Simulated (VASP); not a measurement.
Si:

```
Si
1.0
     3.62463    0.00000    0.00000
    -1.81232    3.13903    0.00000
     0.00000    0.00000   17.76598
Si
12
Cartesian
  0.0000 0.0000 14.4349
  0.0000 0.0000 5.5519
  0.0000 2.0927 17.3964
  1.8123 1.0463 8.5135
  0.0000 2.0927 11.4733
  1.8123 1.0463 2.5903
  0.0000 0.0000 12.2141
  0.0000 0.0000 3.3311
  0.0000 2.0927 15.1757
  1.8123 1.0463 6.2927
  0.0000 2.0927 9.2525
  1.8123 1.0463 0.3695
```

The cell was generated, and may not be a known phase.

| Quantity | Value |
| --- | --- |
| Program | VASP 6.6.1 |
| Task | relaxation of cell and atoms |
| Functional | PBE |
| Potentials or basis | VASP PAW PBE potentials, release 64 (Si) |
| Cutoff | 600 eV |
| k mesh | 6 × 6 × 1 |
| Occupations | gaussian, width 0.1 eV |
| Spin | no spin polarisation |

At the start: pressure 25.7 GPa; volume 16.84 Å³/atom.

How do energy, volume and symmetry change on relaxing?

Over 5 steps the energy falls by 244.5 meV/atom and the volume is 20.43 Å³/atom (+21.3 %); space group P6_3/mmc (No. 194, to 0.1 Å) before and after.

Step by step:
```
step  energy change (eV)  largest force (eV/Å)  pressure (GPa)  volume (Å³)
   1              0.0000                0.1909           25.72       202.14
   2             -1.1164                0.0483          -10.57       292.02
   3             -2.9325                0.0534           -0.32       246.05
   4             -2.9334                0.0536            0.02       245.11
   5             -2.9338                0.0206            0.02       245.11
```

Final structure:
```
CELL_PARAMETERS angstrom
3.86404 0.00000 0.00000
-1.93202 3.34636 0.00000
0.00000 0.00000 18.95573
ATOMIC_POSITIONS crystal
Si 0.00000 0.00000 0.81283
Si 0.00000 0.00000 0.31283
Si 0.33333 0.66667 0.97916
Si 0.66667 0.33333 0.47916
Si 0.33333 0.66667 0.64556
Si 0.66667 0.33333 0.14556
Si 0.00000 0.00000 0.68717
Si 0.00000 0.00000 0.18717
Si 0.33333 0.66667 0.85444
Si 0.66667 0.33333 0.35444
Si 0.33333 0.66667 0.52084
Si 0.66667 0.33333 0.02084
```

Caveat: the volume moved by over 15 % at a fixed basis, so the end points are rough.
